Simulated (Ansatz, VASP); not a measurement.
**Two plane-wave programs on PbO2**

File INCAR:

```
  ALGO = Normal
  EDIFF = 1E-8
  ENCUT = 520
  GGA = PS
  ISIF = 2
  ISMEAR = -1
  LASPH = True
  LCHARG = False
  LEFG = True
  LREAL = False
  LWAVE = False
  NBANDS = 35
  NELM = 100
  PREC = Accurate
  SIGMA = 0.02
```

The input KPOINTS:

```
k-points
0
Gamma
  5 5 7
```

File POSCAR:

```
PbO2
1.0
    4.9578000000      0.0000000000      0.0000000000
    0.0000000000      4.9578000000      0.0000000000
    0.0000000000      0.0000000000      3.3878000000
Pb O
2 4
Direct
    0.0000000000      0.0000000000      0.0000000000
    0.5000000000      0.5000000000      0.5000000000
    0.3067000000      0.3067000000      0.0000000000
    0.1933000000      0.8067000000      0.5000000000
    0.6933000000      0.6933000000      0.0000000000
    0.8067000000      0.1933000000      0.5000000000
```

Input for Ansatz:

```yaml
crystal:
  lattice:
    - [4.9578, 0.0, 0.0]
    - [0.0, 4.9578, 0.0]
    - [0.0, 0.0, 3.3878]
  atoms:
    - { symbol: Pb, position: [0.0, 0.0, 0.0] }
    - { symbol: Pb, position: [0.5, 0.5, 0.5] }
    - { symbol: O, position: [0.3067, 0.3067, 0.0] }
    - { symbol: O, position: [0.1933, 0.8067, 0.5] }
    - { symbol: O, position: [0.6933, 0.6933, 0.0] }
    - { symbol: O, position: [0.8067, 0.1933, 0.5] }
kpoints:
  mp_grid: { grid: [5, 5, 7] }
scf:
  occupations: { method: fermi_dirac, width: 0.02 }
hamiltonian:
  xc: pbesol
  pseudopotentials: { kind: paw }
output:
  forces: true
  stress: true
  populations: true
  efg: { quadrupole_moments_barn: { O: -0.02558 }, contact_densities: true }
  write_density: true
  write_potential: true
  elf: true
  volumetric_format: npy
```

Alike in both runs: task electric field gradients; functional PBEsol; k mesh 5 × 5 × 7; occupations fermi-dirac, width 0.02 eV; no spin polarisation.

|  | VASP | Ansatz |
| --- | --- | --- |
| version | VASP 6.6.1 | Ansatz 0.2.0 |
| potentials or method | VASP PAW PBE potentials, release 64 (Pb_d, O) | plane-wave PAW, scalar-relativistic |
| plane-wave cutoff (eV) | 520 | 420 |
| valence electrons in the cell | 52 | 52 |

Ansatz gave:

| Quantity | Value |
| --- | --- |
| pressure (GPa) | 3.2 |
| traceless stress, the component that is largest in VASP (GPa) | 0.52 |
| rms of the force components (eV/Å) | 0.025 |
| size of Vzz on the site where it differs most (V/Å²) | 134.3 |

What did VASP give for the same quantities?

Pressure (GPa): 3.5; traceless stress, the component that is largest in VASP (GPa): 0.63; rms of the force components (eV/Å): 0.021; size of Vzz on the site where it differs most (V/Å²): 136.6.

VASP's potentials were made for PBE, not for PBEsol. Atom by atom the forces differ by 0.004 eV/Å (rms over components).

Neither program's run includes spin-orbit coupling.
